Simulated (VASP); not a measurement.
Runs of VASP 6.6.1 on Rh. The structure is that of space group P6_3/mmc (No. 194), or close to it. The cells are those of the table. This isn't the form of Rh at room conditions, which is fcc.

```csv
cell,further INCAR settings,gap on the mesh (eV),pressure (GPa)
"a = 2.578, b = 2.578, c = 9.367 Å, angles 90.0, 90.0, 120.0°, 4 atoms",ALGO = Fast; EDIFF = 1e-06; NBANDS = 38,none,5.7
"a = 2.774, b = 2.774, c = 8.088 Å, angles 90.0, 90.0, 120.0°, 4 atoms",ALGO = Fast; EDIFF = 1e-06; NBANDS = 38,none,(b)
"a = 2.528, b = 2.528, c = 9.688 Å, angles 90.0, 90.0, 120.0°, 4 atoms",ALGO = Fast; EDIFF = 1e-07; NBANDS = 38,none,13.1
"a = 2.725, b = 2.725, c = 8.407 Å, angles 90.0, 90.0, 120.0°, 4 atoms",ALGO = Fast; EDIFF = 1e-06; NBANDS = 38,none,(a)
"a = 2.823, b = 2.823, c = 7.767 Å, angles 90.0, 90.0, 120.0°, 4 atoms",ALGO = Fast; EDIFF = 1e-07; NBANDS = 38,none,12.7
```

Alike in all rows: task single point; level PBEsol; potentials or basis VASP PAW PBE potentials, release 64 (Rh_pv); no spin polarisation; k mesh 18 × 18 × 6; cutoff (eV) 520; smearing gaussian 0.15 eV.

Q: Fill in the values left out.

A: (a) 1.5; (b) 5.8.

Caveats: the PAW data sets were made with another functional, which shifts forces and pressure a little; the stress differs along the axes, from -22 to 19 GPa (at least some runs); the stress differs along the axes, from -7 to 31 GPa (at least some runs); the stress differs along the axes, from -28 to 34 GPa (at least some runs); the stress differs along the axes, from -5 to 15 GPa (at least some runs); the stress differs along the axes, from -4 to 46 GPa (at least some runs).

A k mesh can miss the band edges, and the runs leave out spin-orbit coupling on Rh.

A gap of «none» marks levels without a gap at the run's occupations.
